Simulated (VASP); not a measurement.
## Se: single point with PBE

Crystal: Se.

```
Se
1.0
     4.21552    0.00000    0.00000
    -2.10776    3.65075    0.00000
     0.00000    0.00000    4.78265
Se
3
Cartesian
  0.9502 0.0000 1.5942
  -0.4751 0.8229 3.1884
  1.6327 2.8279 0.0000
```

```yaml
Program: VASP 6.6.1
Task: single point
Functional: PBE
Potentials_or_basis: VASP PAW PBE potentials, release 64 (Se)
Cutoff: 500 eV
k_mesh: 5 × 5 × 4
Occupations: gaussian, width 0.01 eV
Spin: no spin polarisation
Dipole_correction: no
Further_INCAR_settings: ALGO = Normal; EDIFF = 1e-06; NBANDS = 16
```

```json
{
 "Pressure": "11.1 GPa",
 "Largest force": "1.716 eV/Å",
 "Band gap on the k mesh": "1.13 eV (least direct gap 1.47 eV)"
}
```

Forces on the atoms (eV/Å):
```
Se   1.716  0.000  0.000
Se  -0.858  1.486  0.000
Se  -0.858 -1.486  0.000
```

Stress tensor (GPa, compression positive):
```
 9.01  0.00  0.00
 0.00  9.01  0.00
 0.00  0.00 15.38
```

Levels at points of the mesh, in eV from the valence-band top:
```tsv
k point	band 5	band 6	band 7	band 8	band 9	band 10	band 11	band 12	band 13	band 14
(0.00, 0.00, 0.00)	-4.16	-4.16	-2.51	-2.51	-0.58	2.03	2.03	2.16	6.19	6.19
(0.00, 0.00, 0.50)	-3.79	-3.79	-1.93	-1.93	-1.40	1.13	1.13	1.22	5.87	6.96
```

Wall time 18 s on 1 thread of Intel(R) Xeon(R) Platinum 8259CL CPU @ 2.50GHz (Skylake/Cascade Lake), on a shared host, peak memory 0.18 GiB.

Caveat: the cell stands under pressure; an odd mesh through Γ misses points on the zone boundary, where band edges can lie; forces of over 1 eV/Å act on the atoms, so gaps and moduli don't describe the material at rest.
